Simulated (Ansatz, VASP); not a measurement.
## Two plane-wave programs on Rh

The input INCAR:

```
PREC = Accurate
ENCUT = 500
EDIFF = 1E-7
ISMEAR = 0
SIGMA = 0.1
LREAL = F
LASPH = T
NELM = 120
ALGO = Normal
ISIF = 3
LWAVE = F
LCHARG = F
GGA = PE
IVDW = 12
IBRION = 2
NSW = 100
EDIFFG = -0.002
GGA_COMPAT = F
NELMIN = 4
```

KPOINTS

```
regular mesh
0
Gamma
  20 20 20
```

The input POSCAR:

```
Rh
1.0
   -1.5110298079      1.5110298079      1.5110298079
    1.5110298079     -1.5110298079      1.5110298079
    1.5110298079      1.5110298079     -1.5110298079
Rh
1
Direct
    0.0000000000      0.0000000000      0.0000000000
```

Input for Ansatz:

```yaml
crystal:
  lattice:
    - [-1.5110298079, 1.5110298079, 1.5110298079]
    - [1.5110298079, -1.5110298079, 1.5110298079]
    - [1.5110298079, 1.5110298079, -1.5110298079]
  atoms:
    - { symbol: Rh, position: [0.0, 0.0, 0.0] }
basis:
  ecutwfc: 420
kpoints:
  mp_grid: { grid: [20, 20, 20] }
hamiltonian:
  xc: pbe
  dispersion: d3bj
  pseudopotentials: { kind: paw, azcp: { folder: soft_1 } }
scf:
  occupations: { method: gaussian, width: 0.1 }
output:
  forces: true
  stress: true
  eigenvalues: true
relax:
  adjacent_minimum: "off"
  f_tol: 0.002
  max_steps: 80
  cell: { stress_tol: 0.02 }
```

Alike in both runs: task relaxation of cell and atoms; functional PBE; dispersion D3(BJ); k mesh 20 × 20 × 20; occupations gaussian, width 0.1 eV; no spin polarisation.

|  | VASP | Ansatz |
| --- | --- | --- |
| version | VASP 6.6.1 | Ansatz 0.2.0 |
| potentials or method | VASP PAW PBE potentials, release 64 (Rh_pv), cutoff 500 eV | scalar-relativistic, plane waves, PAW |
| valence electrons in the cell | 15 | 17 |

|  | VASP | Ansatz | Ansatz less VASP |
| --- | --- | --- | --- |
| gap on the k mesh at the Fermi level, each at its own relaxed structure (eV) | none | none | - |
| relaxed volume (Å³/atom) | 14.04 | 14.04 | -0.002 |
| relaxed cell length with the largest relative difference (Å) | 2.632 | 2.632 | -0.0001 |

A gap of «none» marks a metal or a gap that the smearing closes. VASP's potentials hold 15 valence electrons a cell and Ansatz's 17, so a difference there can come from the potentials and not from the codes.
